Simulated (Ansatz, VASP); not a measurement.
## HfS5: VASP beside Ansatz

```xyz
6
Lattice="4.6508 0.0000 0.0000 -2.3254 4.0277 0.0000 0.0000 0.0000 6.8975" Properties=species:S:1:pos:R:3 pbc="T T T"
Hf    0.0000    0.0000    0.0000
S     2.3254    0.0000    3.4487
S     1.1627    2.0139    3.4487
S    -1.1627    2.0139    3.4487
S     0.0000    2.6851    0.0000
S     2.3254    1.3426    0.0000
```

Change from the starting cell: species swapped into the CaPd5 type (P6/mmm, No. 191).

Alike in both runs: functional PBE; k mesh 6 × 6 × 4; occupations gaussian, width 0.1 eV; no spin polarisation.

Ansatz relaxed the structure, and its values are those at the end. VASP's run is a single point on that final structure, the one shown.

|  | VASP | Ansatz |
| --- | --- | --- |
| version | VASP 6.6.1 | Ansatz 0.2.0 |
| potentials or method | VASP PAW PBE potentials, release 64 (Hf_pv, S), cutoff 520 eV | scalar-relativistic, plane waves, PAW |
| valence electrons in the cell | 40 | 56 |

```tsv
	VASP	Ansatz	Ansatz less VASP
gap on the k mesh at the Fermi level (eV)	none	none	-
pressure (GPa)	-0.4	0.0	+0.40
```

A gap of «none» marks a metal or a gap that the smearing closes. With one functional, cell and mesh, what is left measures potentials, basis and numerics. VASP's potentials hold 40 valence electrons a cell and Ansatz's 56, so a difference there can come from the potentials and not from the codes.

Neither program's run includes spin-orbit coupling.
